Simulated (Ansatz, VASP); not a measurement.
## Si2W in VASP and in Ansatz

```
Si W
1.0
     4.57636    0.00000    0.00000
    -2.28818    3.96325    0.00000
     0.00000    0.00000    6.60421
Si W
6 3
Direct
  0.83620 0.67239 0.50000
  0.16380 0.83620 0.83333
  0.67239 0.83620 0.16667
  0.16380 0.32761 0.50000
  0.83620 0.16380 0.83333
  0.32761 0.16380 0.16667
  0.00000 0.50000 0.16667
  0.50000 0.50000 0.83333
  0.50000 0.00000 0.50000
```

Alike in both runs: functional PBEsol; k mesh 9 × 9 × 6; occupations gaussian, width 0.1 eV; no spin polarisation.

Ansatz relaxed the structure, and its values are those at the end. VASP's run is a single point on that final structure, the one shown.

```csv
,VASP,Ansatz
version,VASP 6.6.1,Ansatz 0.2.0
potentials or method,"VASP PAW PBE potentials, release 64 (Si, W_sv), cutoff 520 eV","scalar-relativistic, plane waves, PAW"
valence electrons in the cell,66,66
```

Ansatz gave:

```
gap on the k mesh at the Fermi level (eV) : 0.14
least direct gap on the mesh (eV)         : 0.70
pressure (GPa)                            : 0.0
```

Q: What did VASP give for the same quantities?

A: gap on the k mesh at the Fermi level (eV): 0.14; least direct gap on the mesh (eV): 0.70; pressure (GPa): 0.3.

VASP's potentials were made for PBE, not for PBEsol, and Ansatz warns of the same on its side. With one functional, cell and mesh, what is left measures potentials, basis and numerics.

Neither program's run includes spin-orbit coupling.
